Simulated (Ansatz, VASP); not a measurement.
Two plane-wave programs on CsRe

```
CELL_PARAMETERS angstrom
3.51193 0.00000 0.00000
0.00000 3.51193 0.00000
0.00000 0.00000 11.71079
ATOMIC_POSITIONS crystal
Cs 0.50000 0.00000 0.27212
Cs 0.00000 0.50000 0.72788
Re 0.50000 0.00000 0.97670
Re 0.00000 0.50000 0.02330
```

Alike in both runs: functional PBE; k mesh 4 × 4 × 4; occupations gaussian, width 0.1 eV; no spin polarisation.

Ansatz relaxed the structure, and its values are those at the end. VASP's run is a single point on that final structure, the one shown.

|  | VASP | Ansatz |
| --- | --- | --- |
| version | VASP 6.6.1 | Ansatz 0.2.0 |
| potentials or method | VASP PAW PBE potentials, release 64 (Cs_sv, Re), cutoff 520 eV | scalar-relativistic, plane waves, PAW |
| valence electrons in the cell | 32 | 48 |

|  | VASP | Ansatz | Ansatz less VASP |
| --- | --- | --- | --- |
| gap on the k mesh at the Fermi level (eV) | none | none | - |
| pressure (GPa) | -0.1 | 0.0 | +0.14 |
| rms of the force components (eV/Å) | 0.013 | 0.004 | -0.0083 |

A gap of «none» marks a metal or a gap that the smearing closes. VASP's potentials hold 32 valence electrons a cell and Ansatz's 48, so a difference there can come from the potentials and not from the codes.

The k mesh is coarse, so the values compare programs but aren't converged. Neither program's run includes spin-orbit coupling.
